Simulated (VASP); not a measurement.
Write the native input for VASP 6.6.1 that does the following.

```yaml
Task: single point
Functional: PBEsol
Potentials_or_basis: VASP PAW PBE potentials, release 64 (Ni)
Cutoff: 520 eV
k_mesh: 30 × 30 × 30
Occupations: gaussian, width 0.15 eV
Spin: collinear spin, ferromagnetic start
Starting_moments: "[0.6] μB"
Dipole_correction: no
Further_INCAR_settings: ALGO = Fast; EDIFF = 1e-07; NBANDS = 15
```

The structure of Ni lies in POSCAR:

```
Ni
1.0
   -1.3913131587      1.3775377809      1.3913131587
    1.3637624031     -1.3775377809      1.3637624031
    1.3913131587      1.3775377809     -1.3913131587
Ni
1
Direct
    0.0000000000      0.0000000000      0.0000000000
```

This isn't the form of Ni at room conditions, which is fcc.

This cell differs from its parent crystal: strain -0.0200 x Voigt [0, 0, 0, 0, 1, 0].

One way to write it, as run:

INCAR

```
SYSTEM = Ni
ALGO     = Fast           ! electronic algorithm
EDIFF    = 1E-7           ! SCF threshold, eV
ENCUT    = 520            ! plane-wave cutoff, eV
GGA      = PS             ! functional
ISIF     = 2              ! what is computed and relaxed
ISMEAR   = 0              ! smearing method
ISPIN    = 2              ! spin polarisation
LASPH    = .TRUE.         ! aspherical terms in the spheres
LCHARG   = .FALSE.        ! write CHGCAR
LMAXMIX  = 4              ! l up to which the mixer works
LORBIT   = 11             ! projections on sites
LREAL    = .FALSE.        ! projectors in reciprocal space
LWAVE    = .FALSE.        ! write WAVECAR
MAGMOM   = 0.6            ! initial moments
NBANDS   = 15             ! bands
NELM     = 150            ! most SCF steps
PREC     = Accurate       ! precision mode
SIGMA    = 0.15           ! smearing width, eV
```

KPOINTS

```
k-points
0
G
  30 30 30
  0 0 0
```

Potentials or basis: VASP PAW PBE potentials, release 64 (Ni).

Command:

```sh
$ cat potpaw_PBE.64/Ni/POTCAR > POTCAR
$ mpirun -np 1 vasp_std > vasp.out
```

It gave:

* Pressure: 0.2 GPa
* Net moment: 0.51 μB per cell
* Site moments: Ni +0.51 μB
* Valence electrons inside the program's atomic spheres: Ni 9.39

Caveat: the cell differs from its parent crystal (strain -0.0200 x Voigt [0, 0, 0, 0, 1, 0]); the PAW data sets were made with another functional, which shifts forces and pressure a little.

Wall time 29 min on 1 thread of Oxide Virtual Turin-like Processor, with other jobs on the host, peak memory 0.89 GiB.
